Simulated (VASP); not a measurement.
# Ni (Fd-3m) in VASP: notebook

Runs on Ni. Level: PBE. Tasks: relaxation of cell and atoms.

Program: VASP 6.6.1. These are calculated values, not measurements. Logs are shortened: lines on timing, memory, paths and dates and some standing lists are left out, and cuts for length are marked.

### Step 1. The cell of the first run

Symmetry: Fd-3m, No. 227, cubic system. The conventional cell has a = 4.343 Å, b = 4.343 Å, c = 4.343 Å, α = 90.00°, β = 90.00°, γ = 90.00°. Within 2.5 Å of Ni (site symmetry -43m) lie 4 Ni at 1.88 Å.

This isn't the form of Ni at room conditions, which is fcc.

### Step 2. Relaxation of cell and atoms, PBE, collinear spin, ferromagnetic start, target pressure 69 GPa, at which the enthalpy is minimised

The input, INCAR:

```
SYSTEM = Ni
PREC = Accurate ; ENCUT = 600
EDIFF = 1E-7 ; ISMEAR = -1
SIGMA = 0.08 ; LREAL = .False.
LASPH = .True. ; NELM = 150
ALGO = Normal ; ISIF = 3
LWAVE = .False. ; LCHARG = .False.
ISPIN = 2 ; MAGMOM = 1 1
LORBIT = 11 ; LMAXMIX = 4
GGA = PE ; IBRION = 2
NSW = 60 ; EDIFFG = -0.005
PSTRESS = 690.0
```

The input, KPOINTS:

```
regular mesh
0
Gamma
  15 15 15
  0 0 0
```

The input, POSCAR:

```
Ni
1.0
    0.0000000000      2.1717372624      2.1717372624
    2.1717372624      0.0000000000      2.1717372624
    2.1717372624      2.1717372624      0.0000000000
Ni
2
Direct
   -0.1250000000     -0.1250000000     -0.1250000000
    0.1250000000      0.1250000000      0.1250000000
```

Potentials or basis: VASP PAW PBE potentials, release 64 (Ni).

The run is started by

```sh
$ cat potpaw_PBE.64/Ni/POTCAR > POTCAR
$ mpirun -np 1 vasp_std > vasp.out
```

OUTCAR:

```text
SYSTEM = Ni
   PREC = Accurate
   ENCUT = 600
   EDIFF = 1E-7
   ISMEAR = -1
   LREAL = .False.
   LASPH = .True.
   NELM = 150
   ISIF = 3
   ISPIN = 2
   LORBIT = 11
   GGA = PE
   IBRION = 2
   NSW = 60
   EDIFFG = -0.005
   PSTRESS = 690.0

 ion  position               nearest neighbor table
   1  0.875  0.875  0.875-   2 1.88   2 1.88   2 1.88   2 1.88
   2  0.125  0.125  0.125-   1 1.88   1 1.88   1 1.88   1 1.88

  LATTYP: Found a face centered cubic cell.
 ALAT       =     4.3434745248

  Lattice vectors:

 A1 = (   0.0000000000,   2.1717372624,   2.1717372624)
 A2 = (   2.1717372624,   0.0000000000,   2.1717372624)
 A3 = (   2.1717372624,   2.1717372624,   0.0000000000)

Analysis of symmetry for initial positions (statically):
=====================================================================
 Subroutine PRICEL returns:
 Original cell was already a primitive cell.

 Routine SETGRP: Setting up the symmetry group for a
 face centered cubic supercell.

 Subroutine GETGRP returns: Found 48 space group operations
 (whereof 12 operations were pure point group operations)
 out of a pool of 48 trial point group operations.

The static configuration has the point symmetry D_3d.
 The point group associated with its full space group is O_h .

Analysis of symmetry for dynamics (positions and initial velocities):
=====================================================================
 Subroutine PRICEL returns:
 Original cell was already a primitive cell.

 Routine SETGRP: Setting up the symmetry group for a
 face centered cubic supercell.

 Subroutine GETGRP returns: Found 48 space group operations
 (whereof 12 operations were pure point group operations)
 out of a pool of 48 trial point group operations.

The dynamic configuration has the point symmetry D_3d.
 The point group associated with its full space group is O_h .

Analysis of structural, dynamic, and magnetic symmetry:
=====================================================================
 Subroutine PRICEL returns:
 Original cell was already a primitive cell.

 Routine SETGRP: Setting up the symmetry group for a
 face centered cubic supercell.

 Subroutine GETGRP returns: Found 48 space group operations
 (whereof 12 operations were pure point group operations)
 out of a pool of 48 trial point group operations.

The overall configuration has the point symmetry D_3d.
 The point group associated with its full space group is O_h .

 Subroutine INISYM returns: Found 48 space group operations
 (whereof 12 operations are pure point group operations),
 and found     1 'primitive' translations

----------------------------------------------------------------------------------------

                                     Primitive cell

  volume of cell :      20.4857

  direct lattice vectors                    reciprocal lattice vectors
     0.000000000  2.171737262  2.171737262    -0.230230428  0.230230428  0.230230428
     2.171737262  0.000000000  2.171737262     0.230230428 -0.230230428  0.230230428
     2.171737262  2.171737262  0.000000000     0.230230428  0.230230428 -0.230230428

  length of vectors
     3.071300290  3.071300290  3.071300290     0.398770799  0.398770799  0.398770799

  position of ions in fractional coordinates (direct lattice)
     0.875000000  0.875000000  0.875000000
     0.125000000  0.125000000  0.125000000

  ion indices of the primitive-cell ions
   primitive index   ion index
                 1           1
                 2           2

----------------------------------------------------------------------------------------

 KPOINTS: regular mesh

Automatic generation of k-mesh.
 Grid dimensions read from file:
 generate k-points for:   15   15   15

 Generating k-lattice:

  Cartesian coordinates                     Fractional coordinates (reciprocal lattice)
    -0.015348695  0.015348695  0.015348695     0.066666667  0.000000000  0.000000000
     0.015348695 -0.015348695  0.015348695     0.000000000  0.066666667  0.000000000
     0.015348695  0.015348695 -0.015348695     0.000000000  0.000000000  0.066666667

  Length of vectors
     0.026584720  0.026584720  0.026584720

  Shift w.r.t. Gamma in fractional coordinates (k-lattice)
     0.000000000  0.000000000  0.000000000

 Subroutine IBZKPT returns following result:
 ===========================================

 Found    120 irreducible k-points:

 Following reciprocal coordinates:
            Coordinates               Weight
  0.000000  0.000000  0.000000      1.000000
  0.066667  0.000000  0.000000      8.000000
  0.133333  0.000000  0.000000      8.000000
  0.200000  0.000000  0.000000      8.000000
  0.266667  0.000000  0.000000      8.000000
  0.333333  0.000000  0.000000      8.000000
[... 16 lines left out ...]
  0.133333  0.133333  0.000000      6.000000
  0.200000  0.133333  0.000000     24.000000
 [... further k-points ...]
   k-points           NKPTS =    120   k-points in BZ     NKDIM =    120   number of bands    NBANDS=     15
   number of dos      NEDOS =    301   number of ions     NIONS =      2
   total plane-waves  NPLWV =  21952
   dimension x,y,z NGX =    28 NGY =   28 NGZ =   28
   dimension x,y,z NGXF=    56 NGYF=   56 NGZF=   56
   ions per type =               2
   NGX,Y,Z   is equivalent  to a cutoff of  15.16, 15.16, 15.16 a.u.
   NGXF,Y,Z  is equivalent  to a cutoff of  30.31, 30.31, 30.31 a.u.
 SYSTEM =  Ni
   PREC   = accura    normal or accurate (medium, high low for compatibility)
   ISTART =      0    job   : 0-new  1-cont  2-samecut
   ICHARG =      2    charge: 1-file 2-atom 10-const
   ISPIN  =      2    spin polarized calculation?
   LNONCOLLINEAR =      F non collinear calculations
   LSORBIT =      F    spin-orbit coupling
   LASPH  =      T    aspherical Exc in radial PAW
   ENCUT  =  600.0 eV  44.10 Ry    6.64 a.u.   6.13  6.13  6.13*2*pi/ulx,y,z
   NELM   =    150;   NELMIN=  2; NELMDL= -5     # of ELM steps
   EDIFF  = 0.1E-06   stopping-criterion for ELM
   LREAL  =      F    real-space projection
   EDIFFG = -.5E-02   stopping-criterion for IOM
   NSW    =     60    number of steps for IOM
   IBRION =      2    ionic relax: 0-MD 1-quasi-New 2-CG
   NFREE  =      1    steps in history (QN), initial steepest desc. (CG)
   ISIF   =      3    stress and relaxation
   ISYM   =      2    0-nonsym 1-usesym 2-fastsym
   POTIM  = 0.5000    time-step for ionic-motion
   TEBEG  =    0.0;   TEEND  =   0.0 temperature during run
   PSTRESS=  690.0 pullay stress
   NELECT =      20.0000    total number of electrons
   NUPDOWN=      -1.0000    fix difference up-down
   EMIN   =  10.00;   EMAX   =-10.00  energy-range for DOS
   EFERMI =   0.00;   METHOD = LEGACY
   ISMEAR =    -1;   SIGMA  =   0.08  broadening in eV -4-tet -1-fermi 0-gaus
   EFERMI_NEDOS =   21; number of points for ismear=-14 and -15
   IALGO  =     38    algorithm
   IMIX   =      4    mixing-type and parameters
     AMIX     =   0.40;   BMIX     =  1.00
     AMIX_MAG =   1.60;   BMIX_MAG =  1.00
  volume/ion in A,a.u.               =      10.24        69.12
  Fermi-wavevector in a.u.,A,eV,Ry     =   1.624056  3.069020 35.886134  2.637556
  Thomas-Fermi vector in A             =   2.717405
   LORBIT       =     11    0 simple, 1 ext, 2 COOP (PROOUT), +10 PAW based schemes
   GGA     = PE    functional components
   LHFCALC =     F    Hartree Fock is set to
   AEXX    =    0.0000 exact exchange contribution
   IVDW    =     0    specifies the selected vdW correction
   LEPSILON=     F    determine dielectric tensor
   LRPA    =     F    only Hartree local field effects (RPA)
 conjugate gradient relaxation of ions
 spin polarized calculation
  energy-cutoff  :      600.00
  volume of cell :       20.49
 maximum number of plane-waves:       701
 NGX is ok and might be reduce to    28
   NGX = 13   NGY = 13   NGZ = 13

--------------------------------------- Ionic step        1  -------------------------------------------

 number of electron      19.9999995 magnetization       1.4653353

 Free energy of the ion-electron system (eV)
  ---------------------------------------------------
  ext. energy  EPLUGINS =         0.00000000
  ---------------------------------------------------
  free energy    TOTEN  =        -5.28466376 eV

  energy without entropy =       -5.24066397  energy(sigma->0) =       -5.26266387

 E-fermi :  10.8094     XC(G=0): -13.3112

 val. band max:       10.8058966469   @ k =  -0.4667   0.2000   0.0667
 cond. band min:      10.8122507565   @ k =   0.4667   0.0000   0.0000
 fundamental gap:      0.0063541096
 Fermi energy:        10.8093604436

 spin component 1

 k-point     1 :       0.0000    0.0000    0.0000
  band No.  band energies     occupation
      1       1.2877      1.00000
      2       5.3634      1.00000
      3       5.3634      1.00000
      4       5.8065      1.00000
      5       5.8065      1.00000
      6       5.8065      1.00000
      7       8.2909      1.00000
      8       8.2909      1.00000
      9       8.2909      1.00000
     10      10.2555      0.99902
     11      10.2555      0.99902
     12      27.3409      0.00000
     13      27.3409      0.00000
     14      27.3409      0.00000
     15      27.5390      0.00000
[... 1069 lines left out ...]
  FREE ENERGIE OF THE ION-ELECTRON SYSTEM (eV)
  ---------------------------------------------------
  free  energy   TOTEN  =        -7.0598262307 eV

  energy  without entropy=       -7.0111010138  energy(sigma->0) =       -7.03546362

  enthalpy is  TOTEN    =         3.0359193093 eV   P V=       10.0957455400

--------------------------------------- Ionic step        7  -------------------------------------------

 number of electron      19.9999999 magnetization      -1.5179350

 Free energy of the ion-electron system (eV)
  ---------------------------------------------------
  ext. energy  EPLUGINS =         0.00000000
  ---------------------------------------------------
  free energy    TOTEN  =        -7.05985913 eV

  energy without entropy =       -7.01113380  energy(sigma->0) =       -7.03549647

 E-fermi :   8.7566     XC(G=0): -12.5220

 val. band max:        8.7540778055   @ k =  -0.4667   0.1333   0.0667
 cond. band min:       8.7569151042   @ k =  -0.4667   0.3333   0.0667
 fundamental gap:      0.0028372986
 Fermi energy:         8.7566105763

 spin component 1

 k-point     1 :       0.0000    0.0000    0.0000
  band No.  band energies     occupation
      1       0.2040      1.00000
      2       4.8117      1.00000
      3       4.8117      1.00000
      4       5.0782      1.00000
      5       5.0782      1.00000
      6       5.0782      1.00000
      7       7.2985      1.00000
      8       7.2985      1.00000
      9       7.2985      1.00000
     10       9.0269      0.03295
     11       9.0269      0.03295
     12      24.0213      0.00000
     13      24.0213      0.00000
     14      24.0213      0.00000
     15      24.2493      0.00000
[... 872 lines left out ...]
 POSITION                                       TOTAL-FORCE (eV/Angst)
 -----------------------------------------------------------------------------------
      3.97523      3.97523      3.97523        -0.000000      0.000000     -0.000000
      0.56789      0.56789      0.56789         0.000000     -0.000000      0.000000
 -----------------------------------------------------------------------------------
    total drift:                                0.000000      0.000000     -0.000000

  FREE ENERGIE OF THE ION-ELECTRON SYSTEM (eV)
  ---------------------------------------------------
  free  energy   TOTEN  =        -7.0598591344 eV

  energy  without entropy=       -7.0111337987  energy(sigma->0) =       -7.03549647

  enthalpy is  TOTEN    =         3.0359192758 eV   P V=       10.0957784101

 reached required accuracy - stopping structural energy minimisation

 total charge

# of ion       s       p       d       tot
------------------------------------------
    1        0.672   0.593   8.531   9.796
    2        0.672   0.593   8.531   9.796
--------------------------------------------------
tot          1.343   1.187  17.061  19.592

 magnetization (x)

# of ion       s       p       d       tot
------------------------------------------
    1        0.015   0.013  -0.763  -0.736
    2        0.015   0.013  -0.763  -0.736
--------------------------------------------------
tot          0.029   0.025  -1.526  -1.471
```

Run time: 3.8 min. Hardware: 1 thread of Intel Xeon 6975P-C (Granite Rapids), shared host; peak memory 0.23 GiB.

What came out:

```yaml
Free_energy: -7.0599 eV
Relaxed_volume: 11.72 Å³/atom
Relaxed_cell: a = 3.212 Å, b = 3.212 Å, c = 3.212 Å, α = 60.00°, β = 60.00°, γ = 60.00°
Space_group_after_relaxing_to_0.1_Å: Fd-3m (No. 227)
Energy_change_on_relaxing_the_run_minimises_the_enthalpy: -887.6 meV/atom
Ionic_steps: 7
Pressure_after_relaxing: 69.1 GPa
Net_moment: -1.52 μB per cell
Site_moments: Ni -0.74 μB
Valence_electrons_inside_the_program's_atomic_spheres: Ni 9.80
```

The path:
| step | energy change (eV) | largest force (eV/Å) | pressure (GPa) | volume (Å³) |
| --- | --- | --- | --- | --- |
| 1 | 0.0000 | 0.0000 | 129.09 | 20.49 |
| 2 | -3.2909 | 0.0000 | -2.48 | 34.12 |
| 3 | -1.9831 | 0.0000 | 61.78 | 23.95 |
| 4 | -1.8022 | 0.0000 | 68.14 | 23.51 |
| 5 | -1.7752 | 0.0000 | 69.08 | 23.44 |
| 6 | -1.7752 | 0.0000 | 69.07 | 23.44 |
| 7 | -1.7752 | 0.0000 | 69.05 | 23.44 |

Final structure:
```xyz
2
Lattice="0.0000 2.2716 2.2716 2.2716 0.0000 2.2716 2.2716 2.2716 0.0000" Properties=species:S:1:pos:R:3 pbc="T T T"
Ni    3.9752    3.9752    3.9752
Ni    0.5679    0.5679    0.5679
```

Caveat: the cell is relaxed towards a set pressure, so the run minimises the enthalpy, not the energy.

### Step 3. Relaxation of cell and atoms, PBE, collinear spin, ferromagnetic start, target pressure 69 GPa, at which the enthalpy is minimised

This run uses another cell than the first one, of 11.83 Å³/atom.

The input, INCAR:

```
SYSTEM = Ni
PREC = Accurate
ENCUT = 600
EDIFF = 1E-6
ISMEAR = -1
SIGMA = 0.08
LREAL = .FALSE.
LASPH = .TRUE.
NELM = 150
ALGO = Normal
ISIF = 3
LWAVE = .FALSE.
LCHARG = .FALSE.
ISPIN = 2
MAGMOM = 1 1
LORBIT = 11
LMAXMIX = 4
GGA = PE
IBRION = 2
NSW = 32
EDIFFG = -0.005
PSTRESS = 690.0
```

The input, KPOINTS:

```
regular mesh
0
G
  15 15 15
  0 0 0
```

The input, POSCAR:

```
Ni
1.0
    0.0000000000      2.2784298373      2.2784298373
    2.2784298373      0.0000000000      2.2784298373
    2.2784298373      2.2784298373      0.0000000000
Ni
2
Direct
   -0.1250000000     -0.1250000000     -0.1250000000
    0.1250000000      0.1250000000      0.1250000000
```

Potentials or basis: VASP PAW PBE potentials, release 64 (Ni).

The run is started by

```sh
$ cat potpaw_PBE.64/Ni/POTCAR > POTCAR
$ mpirun -np 1 vasp_std > vasp.out
```

It took 2 min on 1 thread of Intel Xeon 6975P-C (Granite Rapids), shared host; peak memory 0.23 GiB.

It converged, with:

- Free energy: -7.0626 eV
- Relaxed volume: 11.72 Å³/atom
- Relaxed cell: a = 3.213 Å, b = 3.213 Å, c = 3.213 Å, α = 60.00°, β = 60.00°, γ = 60.00°
- Space group after relaxing (to 0.1 Å): Fd-3m (No. 227)
- Energy change on relaxing (the run minimises the enthalpy): +44.4 meV/atom
- Ionic steps: 3
- Pressure after relaxing: 69.0 GPa
- Net moment: 1.52 μB per cell
- Site moments: Ni +0.74 μB
- Valence electrons inside the program's atomic spheres: Ni 9.80

Step by step:
```tsv
step	energy change (eV)	largest force (eV/Å)	pressure (GPa)	volume (Å³)
1	0.0000	0.0000	65.89	23.66
2	0.3477	0.0000	77.99	22.88
3	0.0888	0.0000	69.00	23.44
```

Final structure:
```cif
data_structure
_symmetry_space_group_name_H-M 'P 1'
_symmetry_Int_Tables_number 1
_cell_length_a 3.2126
_cell_length_b 3.2126
_cell_length_c 3.2126
_cell_angle_alpha 60.000
_cell_angle_beta 60.000
_cell_angle_gamma 60.000
_cell_volume 23.44
loop_
_atom_site_label
_atom_site_type_symbol
_atom_site_fract_x
_atom_site_fract_y
_atom_site_fract_z
_atom_site_occupancy
Ni1 Ni 0.87500 0.87500 0.87500 1
Ni2 Ni 0.12500 0.12500 0.12500 1
```

Levels at points of the mesh, in eV from the Fermi level:
Spin up:
| k point | band 8 | band 9 | band 10 | band 11 | band 12 | band 13 | band 14 | band 15 |
| --- | --- | --- | --- | --- | --- | --- | --- | --- |
| (0.00, 0.00, 0.00) | -2.24 | -2.24 | -0.64 | -0.64 | 15.09 | 15.09 | 15.09 | 15.27 |
Spin down:
```
           k point  band 6  band 7  band 8  band 9  band 10  band 11  band 12  band 13
(0.00, 0.00, 0.00)   -3.68   -1.46   -1.46   -1.46     0.27     0.27    15.26    15.26
```

Caveat: the cell is relaxed towards a set pressure, so the run minimises the enthalpy, not the energy.
